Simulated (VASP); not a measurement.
# HfTiW4 (F-43m) in VASP: a series of runs

HfTiW4 is run at these levels: LDA; tasks: single point.

All numbers are computed with VASP 6.6.1; they aren't measurements. Logs are shortened: lines on timing, memory, paths and dates and some standing lists are left out, and cuts for length are marked.

**1. The cell of the first run**

Symmetry: F-43m, No. 216, cubic system. The conventional cell has a = 7.433 Å, b = 7.433 Å, c = 7.433 Å, α = 90.00°, β = 90.00°, γ = 90.00°. Hf (site symmetry -43m) has 12 W at 3.08 Å and 4 Ti at 3.22 Å within 4.1 Å. Ti (site symmetry -43m) has 12 W at 3.08 Å and 4 Hf at 3.22 Å within 4.1 Å. Within 3.5 Å of W (site symmetry 3m) lie 6 W at 2.63 Å and 3 Ti at 3.08 Å and 3 Hf at 3.08 Å.

**2. Single point, LDA**

Input file INCAR:

```
PREC     = Accurate       # precision mode
ENCUT    = 520            # plane-wave cutoff, eV
EDIFF    = 1E-6           # SCF threshold, eV
ISMEAR   = 1              # smearing method
SIGMA    = 0.1            # smearing width, eV
LREAL    = False          # projectors in reciprocal space
LASPH    = True           # aspherical terms in the spheres
NELM     = 80             # most SCF steps
ALGO     = Normal         # electronic algorithm
ISIF     = 2              # what is computed and relaxed
LWAVE    = False          # write WAVECAR
LCHARG   = False          # write CHGCAR
NBANDS   = 48             # bands
```

Input file KPOINTS:

```
regular mesh
0
Gamma
  5 5 5
```

Input file POSCAR:

```
HfTiW4
1.0
    0.0000000000      3.7167160926      3.7167160926
    3.7167160926      0.0000000000      3.7167160926
    3.7167160926      3.7167160926      0.0000000000
Hf Ti W
1 1 4
Direct
    0.7500000000      0.7500000000      0.7500000000
    0.0000000000      0.0000000000      0.0000000000
    0.3749600000      0.3749600000      0.3749600000
    0.8751100000      0.3749600000      0.3749600000
    0.3749600000      0.3749600000      0.8751100000
    0.3749600000      0.8751100000      0.3749600000
```

Potentials or basis: VASP PAW LDA potentials, release 64 (Hf_pv, Ti_sv, W_sv).

Started as:

```console
> cat potpaw_LDA.64/Hf_pv/POTCAR potpaw_LDA.64/Ti_sv/POTCAR potpaw_LDA.64/W_sv/POTCAR > POTCAR
> mpirun -np 1 vasp_std > vasp.out
```

OUTCAR:

```text
PREC = Accurate
   ENCUT = 520
   EDIFF = 1E-6
   ISMEAR = 1
   LREAL = False
   LASPH = True
   NELM = 80
   ISIF = 2

 ion  position               nearest neighbor table
   1  0.750  0.750  0.750-   5 3.08   6 3.08   4 3.08   5 3.08   4 3.08   6 3.08   3 3.08   3 3.08
                             3 3.08   4 3.08   5 3.08   6 3.08   2 3.22   2 3.22   2 3.22   2 3.22
   2  0.000  0.000  0.000-   4 3.08   6 3.08   5 3.08   3 3.08   3 3.08   3 3.08   4 3.08   4 3.08
                             5 3.08   6 3.08   5 3.08   6 3.08   1 3.22   1 3.22   1 3.22   1 3.22
   3  0.375  0.375  0.375-   4 2.63   5 2.63   6 2.63   4 2.63   6 2.63   5 2.63   2 3.08   2 3.08
                             2 3.08   1 3.08   1 3.08   1 3.08
   4  0.875  0.375  0.375-   3 2.63   5 2.63   6 2.63   6 2.63   5 2.63   3 2.63   2 3.08   2 3.08
                             2 3.08   1 3.08   1 3.08   1 3.08
   5  0.375  0.375  0.875-   3 2.63   4 2.63   6 2.63   6 2.63   4 2.63   3 2.63   2 3.08   2 3.08
                             2 3.08   1 3.08   1 3.08   1 3.08
   6  0.375  0.875  0.375-   3 2.63   4 2.63   5 2.63   4 2.63   5 2.63   3 2.63   2 3.08   2 3.08
                             2 3.08   1 3.08   1 3.08   1 3.08

  LATTYP: Found a face centered cubic cell.
 ALAT       =     7.4334321852

  Lattice vectors:

 A1 = (   0.0000000000,   3.7167160926,   3.7167160926)
 A2 = (   3.7167160926,   0.0000000000,   3.7167160926)
 A3 = (   3.7167160926,   3.7167160926,   0.0000000000)

Analysis of symmetry for initial positions (statically):
=====================================================================
 Subroutine PRICEL returns:
 Original cell was already a primitive cell.

 Routine SETGRP: Setting up the symmetry group for a
 face centered cubic supercell.

 Subroutine GETGRP returns: Found  6 space group operations
 (whereof  6 operations were pure point group operations)
 out of a pool of 48 trial point group operations.

The static configuration has the point symmetry C_3v.

Analysis of symmetry for dynamics (positions and initial velocities):
=====================================================================
 Subroutine PRICEL returns:
 Original cell was already a primitive cell.

 Routine SETGRP: Setting up the symmetry group for a
 face centered cubic supercell.

 Subroutine GETGRP returns: Found  6 space group operations
 (whereof  6 operations were pure point group operations)
 out of a pool of 48 trial point group operations.

The dynamic configuration has the point symmetry C_3v.

 Subroutine INISYM returns: Found  6 space group operations
 (whereof  6 operations are pure point group operations),
 and found     1 'primitive' translations

----------------------------------------------------------------------------------------

                                     Primitive cell

  volume of cell :     102.6853

  direct lattice vectors                    reciprocal lattice vectors
     0.000000000  3.716716093  3.716716093    -0.134527359  0.134527359  0.134527359
     3.716716093  0.000000000  3.716716093     0.134527359 -0.134527359  0.134527359
     3.716716093  3.716716093  0.000000000     0.134527359  0.134527359 -0.134527359

  length of vectors
     5.256230306  5.256230306  5.256230306     0.233008221  0.233008221  0.233008221

  position of ions in fractional coordinates (direct lattice)
     0.750000000  0.750000000  0.750000000
     0.000000000  0.000000000  0.000000000
     0.374960000  0.374960000  0.374960000
     0.875110000  0.374960000  0.374960000
     0.374960000  0.374960000  0.875110000
     0.374960000  0.875110000  0.374960000

  ion indices of the primitive-cell ions
   primitive index   ion index
                 1           1
                 2           2
                 3           3
                 4           4
                 5           5
                 6           6

----------------------------------------------------------------------------------------

 KPOINTS: regular mesh

Automatic generation of k-mesh.
 Grid dimensions read from file:
 generate k-points for:    5    5    5

 Generating k-lattice:

  Cartesian coordinates                     Fractional coordinates (reciprocal lattice)
    -0.026905472  0.026905472  0.026905472     0.200000000  0.000000000  0.000000000
     0.026905472 -0.026905472  0.026905472     0.000000000  0.200000000  0.000000000
     0.026905472  0.026905472 -0.026905472     0.000000000  0.000000000  0.200000000

  Length of vectors
     0.046601644  0.046601644  0.046601644

  Shift w.r.t. Gamma in fractional coordinates (k-lattice)
     0.000000000  0.000000000  0.000000000

 Subroutine IBZKPT returns following result:
 ===========================================

 Found     19 irreducible k-points:

 Following reciprocal coordinates:
            Coordinates               Weight
  0.000000  0.000000  0.000000      1.000000
  0.200000  0.000000  0.000000      6.000000
  0.200000  0.200000  0.200000      2.000000
  0.400000  0.000000  0.000000      6.000000
  0.400000  0.400000  0.400000      2.000000
  0.200000  0.200000  0.000000      6.000000
[... 11 lines left out ...]
 -0.400000  0.400000  0.200000     12.000000
  0.400000  0.200000 -0.200000     12.000000
   k-points           NKPTS =     19   k-points in BZ     NKDIM =     19   number of bands    NBANDS=     48
   number of dos      NEDOS =    301   number of ions     NIONS =      6
   total plane-waves  NPLWV =  64000
   dimension x,y,z NGX =    40 NGY =   40 NGZ =   40
   dimension x,y,z NGXF=    80 NGYF=   80 NGZF=   80
   ions per type =               1   1   4
   NGX,Y,Z   is equivalent  to a cutoff of  12.65, 12.65, 12.65 a.u.
   NGXF,Y,Z  is equivalent  to a cutoff of  25.30, 25.30, 25.30 a.u.
 SYSTEM =  unknown system
   PREC   = accura    normal or accurate (medium, high low for compatibility)
   ISTART =      0    job   : 0-new  1-cont  2-samecut
   ICHARG =      2    charge: 1-file 2-atom 10-const
   ISPIN  =      1    spin polarized calculation?
   LNONCOLLINEAR =      F non collinear calculations
   LSORBIT =      F    spin-orbit coupling
   LASPH  =      T    aspherical Exc in radial PAW
   ENCUT  =  520.0 eV  38.22 Ry    6.18 a.u.   9.77  9.77  9.77*2*pi/ulx,y,z
   NELM   =     80;   NELMIN=  2; NELMDL= -5     # of ELM steps
   EDIFF  = 0.1E-05   stopping-criterion for ELM
   LREAL  =      F    real-space projection
   EDIFFG = 0.1E-04   stopping-criterion for IOM
   NSW    =      0    number of steps for IOM
   IBRION =     -1    ionic relax: 0-MD 1-quasi-New 2-CG
   NFREE  =      0    steps in history (QN), initial steepest desc. (CG)
   ISIF   =      2    stress and relaxation
   ISYM   =      2    0-nonsym 1-usesym 2-fastsym
   POTIM  = 0.5000    time-step for ionic-motion
   TEBEG  =    0.0;   TEEND  =   0.0 temperature during run
   PSTRESS=    0.0 pullay stress
   NELECT =      78.0000    total number of electrons
   NUPDOWN=      -1.0000    fix difference up-down
   EMIN   =  10.00;   EMAX   =-10.00  energy-range for DOS
   EFERMI =   0.00;   METHOD = LEGACY
   ISMEAR =     1;   SIGMA  =   0.10  broadening in eV -4-tet -1-fermi 0-gaus
   EFERMI_NEDOS =   21; number of points for ismear=-14 and -15
   IALGO  =     38    algorithm
   IMIX   =      4    mixing-type and parameters
     AMIX     =   0.40;   BMIX     =  1.00
     AMIX_MAG =   1.60;   BMIX_MAG =  1.00
  volume/ion in A,a.u.               =      17.11       115.49
  Fermi-wavevector in a.u.,A,eV,Ry     =   1.493724  2.822729 30.357467  2.231211
  Thomas-Fermi vector in A             =   2.606088
   LORBIT       =      0    0 simple, 1 ext, 2 COOP (PROOUT), +10 PAW based schemes
   GGA     = CA    functional components
   LHFCALC =     F    Hartree Fock is set to
   AEXX    =    0.0000 exact exchange contribution
   IVDW    =     0    specifies the selected vdW correction
   LEPSILON=     F    determine dielectric tensor
   LRPA    =     F    only Hartree local field effects (RPA)
 non-spin polarized calculation
 Methfessel and Paxton  Order N= 1 SIGMA  =   0.10
  energy-cutoff  :      520.00
  volume of cell :      102.69
 maximum number of plane-waves:      2782
   NGX = 19   NGY = 19   NGZ = 19

 number of electron      78.0000009 magnetization

 Free energy of the ion-electron system (eV)
  ---------------------------------------------------
  ext. energy  EPLUGINS =         0.00000000
  ---------------------------------------------------
  free energy    TOTEN  =       -75.90679078 eV

  energy without entropy =      -75.90672080  energy(sigma->0) =      -75.90676745

 E-fermi :   8.7654     XC(G=0): -12.9816

 val. band max:        8.7182313863   @ k =   0.2000   0.0000   0.0000
 cond. band min:       8.8946941752   @ k =   0.4000   0.4000   0.0000
 fundamental gap:      0.1764627890
 Fermi energy:         8.7653613750

 k-point     1 :       0.0000    0.0000    0.0000
  band No.  band energies     occupation
      1     -64.2143      2.00000
      2     -64.0095      2.00000
      3     -64.0095      2.00000
      4     -64.0095      2.00000
      5     -47.2852      2.00000
      6     -30.0530      2.00000
[... 40 lines left out ...]
     47      11.9903      0.00000
     48      12.4609      0.00000

 k-point     2 :       0.2000    0.0000    0.0000
  band No.  band energies     occupation
      1     -64.2002      2.00000
      2     -64.0240      2.00000
      3     -64.0095      2.00000
      4     -64.0095      2.00000
      5     -47.2852      2.00000
      6     -29.9419      2.00000
[... 40 lines left out ...]
     47      11.6290      0.00000
     48      12.3442      0.00000

 k-point     3 :       0.2000    0.2000    0.2000
  band No.  band energies     occupation
      1     -64.2002      2.00000
      2     -64.0240      2.00000
      3     -64.0095      2.00000
      4     -64.0095      2.00000
      5     -47.2852      2.00000
      6     -29.9419      2.00000
[... 805 lines left out ...]
     47      11.5944      0.00000
     48      11.7083      0.00000

 k-point    19 :       0.4000    0.2000   -0.2000
  band No.  band energies     occupation
      1     -64.1382      2.00000
      2     -64.0870      2.00000
      3     -64.0096      2.00000
      4     -64.0095      2.00000
      5     -47.2853      2.00000
      6     -29.4755      2.00000
[... 40 lines left out ...]
     47      11.5944      0.00000
     48      11.7083      0.00000

------------------------ aborting loop because EDIFF is reached ----------------------------------------

  FORCE on cell =-STRESS in cart. coord.  units (eV):
  Direction    XX          YY          ZZ          XY          YZ          ZX
  --------------------------------------------------------------------------------------
  -------------------------------------------------------------------------------------
  Total       -0.0829831     -0.0829831     -0.0829831     -0.0000660     -0.0000660     -0.0000660
  in kB       -1.2947681     -1.2947681     -1.2947681     -0.0010292     -0.0010292     -0.0010292
  external PRESSURE =      -1.2947681 kB  Pullay stress =       0.0000000 kB

 VOLUME and BASIS-vectors are now :
 -----------------------------------------------------------------------------
  energy-cutoff  :      520.00
  volume of cell :      102.69
      direct lattice vectors                 reciprocal lattice vectors
     0.000000000  3.716716093  3.716716093    -0.134527359  0.134527359  0.134527359
     3.716716093  0.000000000  3.716716093     0.134527359 -0.134527359  0.134527359
     3.716716093  3.716716093  0.000000000     0.134527359  0.134527359 -0.134527359

 POSITION                                       TOTAL-FORCE (eV/Angst)
 -----------------------------------------------------------------------------------
      5.57507      5.57507      5.57507        -0.000171     -0.000171     -0.000171
      0.00000      0.00000      0.00000        -0.000104     -0.000104     -0.000104
      2.78724      2.78724      2.78724        -0.005719     -0.005719     -0.005719
      2.78724      4.64616      4.64616        -0.005655      0.005825      0.005825
      4.64616      4.64616      2.78724         0.005825      0.005825     -0.005655
      4.64616      2.78724      4.64616         0.005825     -0.005655      0.005825
 -----------------------------------------------------------------------------------
    total drift:                                0.000020      0.000020      0.000020

  FREE ENERGIE OF THE ION-ELECTRON SYSTEM (eV)
  ---------------------------------------------------
  free  energy   TOTEN  =       -75.9067907777 eV

  energy  without entropy=      -75.9067207981  energy(sigma->0) =      -75.90676745
```

Run time: 2.8 min. Hardware: 1 thread of Oxide Virtual Turin-like, shared host; peak memory 0.22 GiB.

What came out:

```
Free energy            : -75.9068 eV
Pressure               : -0.1 GPa
Largest force          : 0.010 eV/Å
Band gap on the k mesh : zero (band 39 reaches 9.94 eV, above the bottom of band 40 at 8.66 eV)
```

Forces on the atoms (eV/Å):
```
Hf   0.000  0.000  0.000
Ti   0.000  0.000  0.000
W   -0.006 -0.006 -0.006
W   -0.006  0.006  0.006
W    0.006  0.006 -0.006
W    0.006 -0.006  0.006
```

Caveat: spin-orbit coupling is left out, which moves the levels of the heavy elements.

[end of part 1 of 3]
